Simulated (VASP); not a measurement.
# I (P6/mmm) in VASP: a series of runs, part 2 of 2

VASP 6.6.1.

**3. Relaxation of shape and atoms at fixed volume, PBE**

This run uses another cell than the first one, of 34.10 Å³/atom, 1.182 times its volume.

Input file INCAR:

```
  ALGO = Normal
  EDIFF = 1E-6
  EDIFFG = -0.005
  ENCUT = 600
  GGA = PE
  IBRION = 2
  ISIF = 4
  ISMEAR = -1
  LASPH = T
  LCHARG = F
  LREAL = F
  LWAVE = F
  NELM = 80
  NSW = 50
  PREC = Accurate
  SIGMA = 0.08
```

Input file KPOINTS:

```
k-points
0
Gamma
  12 12 12
```

Input file POSCAR:

```
I
1.0
    3.9392061909      0.0000000000      0.0000000000
   -1.9696030954      3.4114526321      0.0000000000
    0.0000000000      0.0000000000      2.5377459139
I
1
Direct
    0.0000000000      0.0000000000      0.0000000000
```

Potentials or basis: VASP PAW PBE potentials, release 64 (I).

Run with:

```console
$ cat potpaw_PBE.64/I/POTCAR > POTCAR
$ mpirun -np 1 vasp_std > vasp.out
```

OUTCAR:

```text
EDIFF = 1E-6
   EDIFFG = -0.005
   ENCUT = 600
   GGA = PE
   IBRION = 2
   ISIF = 4
   ISMEAR = -1
   LASPH = T
   LREAL = F
   NELM = 80
   NSW = 50
   PREC = Accurate

 ion  position               nearest neighbor table
   1  0.000  0.000  0.000-

  LATTYP: Found a hexagonal cell.
 ALAT       =     3.9392061909
 C/A-ratio  =     0.6442277431

  Lattice vectors:

 A1 = (   3.9392061909,   0.0000000000,   0.0000000000)
 A2 = (  -1.9696030954,   3.4114526321,   0.0000000000)
 A3 = (   0.0000000000,   0.0000000000,   2.5377459139)

Analysis of symmetry for initial positions (statically):
=====================================================================
 Subroutine PRICEL returns:
 Original cell was already a primitive cell.

 Routine SETGRP: Setting up the symmetry group for a
 hexagonal supercell.

 Subroutine GETGRP returns: Found 24 space group operations
 (whereof 24 operations were pure point group operations)
 out of a pool of 24 trial point group operations.

The static configuration has the point symmetry D_6h.

Analysis of symmetry for dynamics (positions and initial velocities):
=====================================================================
 Subroutine PRICEL returns:
 Original cell was already a primitive cell.

 Routine SETGRP: Setting up the symmetry group for a
 hexagonal supercell.

 Subroutine GETGRP returns: Found 24 space group operations
 (whereof 24 operations were pure point group operations)
 out of a pool of 24 trial point group operations.

The dynamic configuration has the point symmetry D_6h.

 Subroutine INISYM returns: Found 24 space group operations
 (whereof 24 operations are pure point group operations),
 and found     1 'primitive' translations

----------------------------------------------------------------------------------------

                                     Primitive cell

  volume of cell :      34.1033

  direct lattice vectors                    reciprocal lattice vectors
     3.939206191  0.000000000  0.000000000     0.253858253  0.146565130  0.000000000
    -1.969603095  3.411452632  0.000000000     0.000000000  0.293130261  0.000000000
     0.000000000  0.000000000  2.537745914     0.000000000  0.000000000  0.394050482

  length of vectors
     3.939206191  3.939206191  2.537745914     0.293130261  0.293130261  0.394050482

  position of ions in fractional coordinates (direct lattice)
     0.000000000  0.000000000  0.000000000

  ion indices of the primitive-cell ions
   primitive index   ion index
                 1           1

----------------------------------------------------------------------------------------

 KPOINTS: k-points

Automatic generation of k-mesh.
 Grid dimensions read from file:
 generate k-points for:   12   12   12

 Generating k-lattice:

  Cartesian coordinates                     Fractional coordinates (reciprocal lattice)
     0.021154854  0.012213761  0.000000000     0.083333333  0.000000000  0.000000000
     0.000000000  0.024427522  0.000000000     0.000000000  0.083333333  0.000000000
[... 55 lines left out ...]
   LASPH  =      T    aspherical Exc in radial PAW
   ENCUT  =  600.0 eV  44.10 Ry    6.64 a.u.   7.87  7.87  5.07*2*pi/ulx,y,z
   NELM   =     80;   NELMIN=  2; NELMDL= -5     # of ELM steps
   EDIFF  = 0.1E-05   stopping-criterion for ELM
   LREAL  =      F    real-space projection
   EDIFFG = -.5E-02   stopping-criterion for IOM
   NSW    =     50    number of steps for IOM
   IBRION =      2    ionic relax: 0-MD 1-quasi-New 2-CG
   NFREE  =      1    steps in history (QN), initial steepest desc. (CG)
   ISIF   =      4    stress and relaxation
   ISYM   =      2    0-nonsym 1-usesym 2-fastsym
   POTIM  = 0.5000    time-step for ionic-motion
   TEBEG  =    0.0;   TEEND  =   0.0 temperature during run
   PSTRESS=    0.0 pullay stress
   NELECT =       7.0000    total number of electrons
   NUPDOWN=      -1.0000    fix difference up-down
   EMIN   =  10.00;   EMAX   =-10.00  energy-range for DOS
   EFERMI =   0.00;   METHOD = LEGACY
   ISMEAR =    -1;   SIGMA  =   0.08  broadening in eV -4-tet -1-fermi 0-gaus
   EFERMI_NEDOS =   21; number of points for ismear=-14 and -15
   IALGO  =     38    algorithm
   IMIX   =      4    mixing-type and parameters
     AMIX     =   0.40;   BMIX     =  1.00
     AMIX_MAG =   1.60;   BMIX_MAG =  1.00
  volume/ion in A,a.u.               =      34.10       230.14
  Fermi-wavevector in a.u.,A,eV,Ry     =   0.965700  1.824908 12.688466  0.932576
  Thomas-Fermi vector in A             =   2.095439
   LORBIT       =      0    0 simple, 1 ext, 2 COOP (PROOUT), +10 PAW based schemes
   GGA     = PE    functional components
   LHFCALC =     F    Hartree Fock is set to
   AEXX    =    0.0000 exact exchange contribution
   IVDW    =     0    specifies the selected vdW correction
   LEPSILON=     F    determine dielectric tensor
   LRPA    =     F    only Hartree local field effects (RPA)
 conjugate gradient relaxation of ions
 non-spin polarized calculation
  energy-cutoff  :      600.00
  volume of cell :       34.10
 maximum number of plane-waves:      1168
 NGX is ok and might be reduce to    32
   NGX = 15   NGY = 15   NGZ = 11

--------------------------------------- Ionic step        1  -------------------------------------------

 number of electron       6.9999999 magnetization

 Free energy of the ion-electron system (eV)
  ---------------------------------------------------
  ext. energy  EPLUGINS =         0.00000000
  ---------------------------------------------------
  free energy    TOTEN  =        -0.63906152 eV

  energy without entropy =       -0.63028404  energy(sigma->0) =       -0.63467278

------------------------ aborting loop because EDIFF is reached ----------------------------------------

  FORCE on cell =-STRESS in cart. coord.  units (eV):
  Direction    XX          YY          ZZ          XY          YZ          ZX
  --------------------------------------------------------------------------------------
  -------------------------------------------------------------------------------------
  Total        0.7112188      0.7112188     12.6767361      0.0000000      0.0000000      0.0000000
  in kB       33.4131664     33.4131664    595.5549442      0.0000000      0.0000000      0.0000000
  external PRESSURE =     220.7937590 kB  Pullay stress =       0.0000000 kB
[... 86 lines left out ...]
  FREE ENERGIE OF THE ION-ELECTRON SYSTEM (eV)
  ---------------------------------------------------
  free  energy   TOTEN  =        -1.0723242009 eV

  energy  without entropy=       -1.0482005122  energy(sigma->0) =       -1.06026236

[... ionic steps 4 to 7 ...]

--------------------------------------- Ionic step        8  -------------------------------------------

 number of electron       7.0000000 magnetization

------------------------ aborting loop because EDIFF is reached ----------------------------------------
[... 65 lines left out ...]
--------------------------------------- Ionic step       10  -------------------------------------------

 number of electron       7.0000000 magnetization

 Free energy of the ion-electron system (eV)
  ---------------------------------------------------
  ext. energy  EPLUGINS =         0.00000000
  ---------------------------------------------------
  free energy    TOTEN  =        -1.24279044 eV

  energy without entropy =       -1.22438301  energy(sigma->0) =       -1.23358673

 E-fermi :   5.3034     XC(G=0):  -9.0678

 val. band max:        5.2916634419   @ k =   0.2500   0.0833   0.4167
 cond. band min:       5.3305693584   @ k =   0.1667   0.1667   0.5000
 fundamental gap:      0.0389059165
 Fermi energy:         5.3033524127

 k-point     1 :       0.0000    0.0000    0.0000
  band No.  band energies     occupation
      1      -9.2699      2.00000
      2       4.4536      1.99995
      3       4.4536      1.99995
      4       7.9905      0.00000
      5      10.2671      0.00000
      6      13.6567      0.00000
      7      14.0875      0.00000
[... 221 lines left out ...]
 k-point    24 :       0.3333    0.0000    0.0833
  band No.  band energies     occupation
      1      -8.5011      2.00000
      2       1.0460      2.00000
      3       3.6926      2.00000
      4       7.4276      0.00000
      5      10.4451      0.00000
      6      15.8084      0.00000
      7      16.2123      0.00000

 [... further k-points ...]

------------------------ aborting loop because EDIFF is reached ----------------------------------------

  FORCE on cell =-STRESS in cart. coord.  units (eV):
  Direction    XX          YY          ZZ          XY          YZ          ZX
  --------------------------------------------------------------------------------------
  -------------------------------------------------------------------------------------
  Total        1.3813087      1.3813087      1.3800480      0.0000000     -0.0000000     -0.0000000
  in kB       64.8940892     64.8940892     64.8348578      0.0000000     -0.0000000     -0.0000000
  external PRESSURE =      64.8743454 kB  Pullay stress =       0.0000000 kB
[... 16 lines left out ...]
  FREE ENERGIE OF THE ION-ELECTRON SYSTEM (eV)
  ---------------------------------------------------
  free  energy   TOTEN  =        -1.2427904385 eV

  energy  without entropy=       -1.2243830138  energy(sigma->0) =       -1.23358673

 reached required accuracy - stopping structural energy minimisation
```

OSZICAR:

```text
N       E                     dE             d eps       ncg     rms          rms(c)
DAV:   1     0.261915550656E+02    0.26192E+02   -0.28135E+03  1862   0.809E+02
DAV:   2     0.105184597249E+00   -0.26086E+02   -0.24162E+02  2576   0.105E+02
DAV:   3    -0.650227033340E+00   -0.75541E+00   -0.75297E+00  2429   0.221E+01
DAV:   4    -0.654942641686E+00   -0.47156E-02   -0.47150E-02  2870   0.210E+00
[... 80 lines left out ...]
       N       E                     dE             d eps       ncg     rms          rms(c)
DAV:   1    -0.124279635028E+01   -0.87311E-05   -0.35667E-04  2114   0.116E-01    0.227E-02
DAV:   2    -0.124279179421E+01    0.45561E-05   -0.10725E-05  2051   0.265E-02    0.587E-03
DAV:   3    -0.124279046073E+01    0.13335E-05   -0.23290E-06  1925   0.972E-03    0.483E-03
DAV:   4    -0.124279043846E+01    0.22270E-07   -0.32985E-07   980   0.417E-03
  10 F= -.12427904E+01 E0= -.12335867E+01  d E =-.276872E-05
```

CONTCAR:

```text
I
   1.00000000000000
     3.6820189325928543    0.0000000000039443    0.0000000000000000
    -1.8410094662462755    3.1887219328769136    0.0000000000000000
     0.0000000000000000   -0.0000000000000000    2.9046481358442282
  I
     1
Direct
     0.0000000000000000    0.0000000000000000    0.0000000000000000

  0.00000000E+00  0.00000000E+00  0.00000000E+00
```

It took 53 s on 1 thread of Intel Xeon 6975P-C (Granite Rapids), shared host; peak memory 0.18 GiB.

Results:

```yaml
Free_energy: -1.2428 eV
Energy_gained_by_relaxing: 603.7 meV/atom
Ionic_steps: 10
Pressure_after_relaxing: 6.5 GPa
```

Step by step:
```csv
step,energy change (eV),largest force (eV/Å),pressure (GPa),volume (Å³)
1,0.0000,0.0000,22.08,34.10
2,-0.4332,0.0000,5.36,34.10
3,-0.4333,0.0000,5.32,34.10
4,-0.4336,0.0000,5.16,34.10
5,-0.5776,0.0000,4.94,34.10
6,-0.5684,0.0000,9.24,34.10
7,-0.6009,0.0000,5.89,34.10
8,-0.6036,0.0000,6.63,34.10
9,-0.6037,0.0000,6.47,34.10
10,-0.6037,0.0000,6.49,34.10
```

Final structure:
```xyz
1
Lattice="3.6820 0.0000 0.0000 -1.8410 3.1887 0.0000 0.0000 0.0000 2.9046" Properties=species:S:1:pos:R:3 pbc="T T T"
I     0.0000    0.0000    0.0000
```

Caveat: spin-orbit coupling is left out, which moves the levels of the heavy elements; an odd number of electrons without spin polarisation forces a metal; a magnetic or distorted state may lie lower.

**4. Relaxation of cell and atoms, PBE**

This run uses another cell than the first one, of 35.36 Å³/atom, 1.225 times its volume.

Input file INCAR:

```
SYSTEM = I
PREC = Accurate
ENCUT = 600
EDIFF = 1E-6
ISMEAR = -1
SIGMA = 0.08
LREAL = .False.
LASPH = .True.
NELM = 100
ALGO = Normal
ISIF = 3
LWAVE = .False.
LCHARG = .False.
GGA = PE
IBRION = 2
NSW = 60
EDIFFG = -0.005
```

Input file KPOINTS:

```
regular mesh
0
Gamma
  12 12 12
  0 0 0
```

Input file POSCAR:

```
I
1.0
    3.5152098540      0.0000000000      0.0000000000
   -1.7576049270      3.0442610332      0.0000000000
    0.0000000000      0.0000000000      3.3042972628
I
1
Direct
    0.0000000000      0.0000000000      0.0000000000
```

Run with:

```console
$ cat potpaw_PBE.64/I/POTCAR > POTCAR
$ mpirun -np 1 vasp_std > vasp.out
```

Run time: 2 min. Hardware: 1 thread of Intel Xeon 6975P-C (Granite Rapids), shared host; peak memory 0.19 GiB.

The run converged. Its results:

```
Free energy                            : -1.4603 eV
Relaxed volume                         : 52.22 Å³/atom
Relaxed cell                           : a = 4.539 Å, b = 4.539 Å, c = 2.927 Å, α = 90.00°, β = 90.00°, γ = 120.00°
Space group after relaxing (to 0.05 Å) : P6/mmm (No. 191)
Energy gained by relaxing              : 313.1 meV/atom
Ionic steps                            : 19
Pressure after relaxing                : 0.0 GPa
```

The path:
```
step  energy change (eV)  largest force (eV/Å)  pressure (GPa)  volume (Å³)
   1              0.0000                0.0000            2.59        35.36
   2             -0.0880                0.0000            0.30        38.32
   3             -0.1751                0.0000           -1.42        43.45
   4             -0.2845                0.0000           -1.44        54.15
   5             -0.2506                0.0000            2.66        53.81
   6             -0.3127                0.0000           -0.13        54.07
   7             -0.3127                0.0000           -0.09        54.06
   8             -0.3127                0.0000           -0.05        54.06
   9             -0.3128                0.0000           -0.05        53.94
  10             -0.3129                0.0000           -0.03        53.56
  11             -0.3131                0.0000            0.00        52.82
  12             -0.3131                0.0000            0.00        52.60
  13             -0.3131                0.0000            0.02        52.18
  14             -0.3131                0.0000            0.01        52.36
  15             -0.3131                0.0000            0.01        52.32
  16             -0.3131                0.0000            0.01        52.25
  17             -0.3131                0.0000            0.01        52.21
  18             -0.3131                0.0000           -0.06        52.25
  19             -0.3131                0.0000            0.00        52.22
```

Final structure:
```
I
1.0
     4.53850    0.00000    0.00000
    -2.26925    3.93046    0.00000
     0.00000    0.00000    2.92718
I
1
Direct
  0.00000 0.00000 0.00000
```

Levels at points of the mesh, in eV from the Fermi level:
```tsv
k point	band 1	band 2	band 3	band 4	band 5	band 6
(0.00, 0.00, 0.00)	-13.23	-1.69	-1.69	3.60	4.27	7.79
(0.50, 0.00, 0.00)	-13.08	-3.05	-2.00	3.70	5.28	9.45
(0.00, 0.00, 0.50)	-10.74	-5.33	0.27	0.27	8.12	8.12
(0.50, 0.00, 0.50)	-10.60	-5.17	-0.82	0.01	5.30	7.45
```

Caveat: the volume moved by over 15 % at a fixed basis, so the end points are rough; spin-orbit coupling is left out, which moves the levels of the heavy elements; an odd number of electrons without spin polarisation forces a metal; a magnetic or distorted state may lie lower.

**5. Relaxation of shape and atoms at fixed volume, PBE**

This run uses another cell than the first one, of 39.35 Å³/atom, 1.364 times its volume.

Input file INCAR:

```
SYSTEM = I
PREC = Accurate
ENCUT = 600
EDIFF = 1E-6
ISMEAR = -1
SIGMA = 0.08
LREAL = .FALSE.
LASPH = .TRUE.
NELM = 100
ALGO = Normal
ISIF = 4
LWAVE = .FALSE.
LCHARG = .FALSE.
GGA = PE
IBRION = 2
NSW = 50
EDIFFG = -0.005
```

Input file KPOINTS:

```
Automatic mesh
0
G
  12 12 12
  0 0 0
```

Input file POSCAR:

```
I
1.0
    4.1316610188      0.0000000000      0.0000000000
   -2.0658305094      3.5781234021      0.0000000000
    0.0000000000      0.0000000000      2.6617306533
I
1
Direct
    0.0000000000      0.0000000000      0.0000000000
```

Run with:

```console
$ cat potpaw_PBE.64/I/POTCAR > POTCAR
$ mpirun -np 1 vasp_std > vasp.out
```

Wall time 50 s (1 thread of Intel Xeon 6975P-C (Granite Rapids), shared host); peak memory 0.2 GiB.

Results (log left out):

```
Free energy               : -1.3847 eV
Energy gained by relaxing : 237.1 meV/atom
Ionic steps               : 7
Pressure after relaxing   : 2.8 GPa
```

The path:
| step | energy change (eV) | largest force (eV/Å) | pressure (GPa) | volume (Å³) |
| --- | --- | --- | --- | --- |
| 1 | 0.0000 | 0.0000 | 10.30 | 39.35 |
| 2 | -0.1026 | 0.0000 | -0.26 | 39.35 |
| 3 | -0.2362 | 0.0000 | 2.41 | 39.35 |
| 4 | -0.2368 | 0.0000 | 2.56 | 39.35 |
| 5 | -0.2371 | 0.0000 | 2.80 | 39.35 |
| 6 | -0.2371 | 0.0000 | 2.72 | 39.35 |
| 7 | -0.2371 | 0.0000 | 2.78 | 39.35 |

Final structure:
```
I
1.0
     3.96116    0.00000    0.00000
    -1.98058    3.43047    0.00000
     0.00000    0.00000    2.89579
I
1
Direct
  0.00000 0.00000 0.00000
```

Levels at points of the mesh, in eV from the Fermi level:
```tsv
k point	band 1	band 2	band 3	band 4	band 5	band 6
(0.00, 0.00, 0.00)	-14.06	-1.37	-1.37	3.20	4.43	8.04
(0.50, 0.00, 0.00)	-13.54	-4.37	-2.09	3.58	4.77	10.19
(0.00, 0.00, 0.50)	-11.42	-6.17	0.61	0.61	8.58	8.64
(0.50, 0.00, 0.50)	-10.90	-5.67	-2.03	-0.03	4.11	7.70
```

Caveat: spin-orbit coupling is left out, which moves the levels of the heavy elements; an odd number of electrons without spin polarisation forces a metal; a magnetic or distorted state may lie lower.

**6. The runs side by side**

| task | cell | gap on the mesh (eV) | pressure (GPa) |
| --- | --- | --- | --- |
| relaxation of shape and atoms at fixed volume | relaxed from a = 3.726, b = 3.726, c = 2.400 Å, angles 90.0, 90.0, 120.0°, 1 atom | none | 16.5 |
| relaxation of shape and atoms at fixed volume | relaxed from a = 3.939, b = 3.939, c = 2.538 Å, angles 90.0, 90.0, 120.0°, 1 atom | none | 6.5 |
| relaxation of cell and atoms | relaxed from a = 3.515, b = 3.515, c = 3.304 Å, angles 90.0, 90.0, 120.0°, 1 atom | none | 0.0 |
| relaxation of shape and atoms at fixed volume | relaxed from a = 4.132, b = 4.132, c = 2.662 Å, angles 90.0, 90.0, 120.0°, 1 atom | none | 2.8 |

Alike in all rows: level PBE; potentials or basis VASP PAW PBE potentials, release 64 (I); no spin polarisation; k mesh 12 × 12 × 12; cutoff (eV) 600; smearing fermi-dirac 0.08 eV.

Caveats: spin-orbit coupling is left out, which moves the levels of the heavy elements; an odd number of electrons without spin polarisation forces a metal; a magnetic or distorted state may lie lower; the volume moved by over 15 % at a fixed basis, so the end points are rough (some runs).

Absolute energies hang on the potentials; compare differences alone.
